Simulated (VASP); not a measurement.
Write the native input for VASP 6.6.1 that does the following.

```yaml
Task: single point
Functional: PBEsol
Potentials_or_basis: VASP PAW PBE potentials, release 64 (Ni, Ti_sv)
Cutoff: 520 eV
k_mesh: 7 × 7 × 7
Occupations: fermi-dirac, width 0.05 eV
Spin: collinear spin, ferromagnetic start
Starting_moments: "[1.0, 1.0, 1.0, 1.0] μB"
Dipole_correction: no
Further_INCAR_settings: ALGO = Normal; EDIFF = 1e-06; NBANDS = 35
```

The structure of Ti3Ni lies in POSCAR:

```
Ti3Ni
1.0
    3.9869595569      0.0000000000      0.0000000000
    0.0000000000      3.9869595569      0.0000000000
    0.0000000000      0.0000000000      3.9869595569
Ni Ti
1 3
Direct
    0.0000000000      0.0000000000      0.0000000000
    0.5000000000      0.5000000000      0.0000000000
    0.5000000000      0.0000000000      0.5000000000
    0.0000000000      0.5000000000      0.5000000000
```

These files were run (other wordings do the same):

INCAR

```
  ALGO = Normal
  EDIFF = 1E-6
  ENCUT = 520
  GGA = PS
  ISIF = 2
  ISMEAR = -1
  ISPIN = 2
  LASPH = T
  LCHARG = F
  LMAXMIX = 4
  LORBIT = 11
  LREAL = F
  LWAVE = F
  MAGMOM = 1 1 1 1
  NBANDS = 35
  NELM = 150
  PREC = Accurate
  SIGMA = 0.05
```

KPOINTS

```
k-points
0
Gamma
  7 7 7
```

Potentials or basis: VASP PAW PBE potentials, release 64 (Ni, Ti_sv).

Run with:

```bash
$ cat potpaw_PBE.64/Ni/POTCAR potpaw_PBE.64/Ti_sv/POTCAR > POTCAR
$ mpirun -np 1 vasp_std > vasp.out
```

Results of the run:

```json
{
 "Pressure": "-9.3 GPa",
 "Band gap on the k mesh": "zero (filled and empty bands overlap)",
 "Net moment": "0.00 μB per cell",
 "Valence electrons inside the program's atomic spheres": "Ni 9.20; Ti 10.26"
}
```

Caveat: the cell stands under tension; the PAW data sets were made with another functional, which shifts forces and pressure a little.

It took 3.1 min on 1 thread of Intel Xeon 8259CL, with other jobs on the host, peak memory 0.23 GiB.
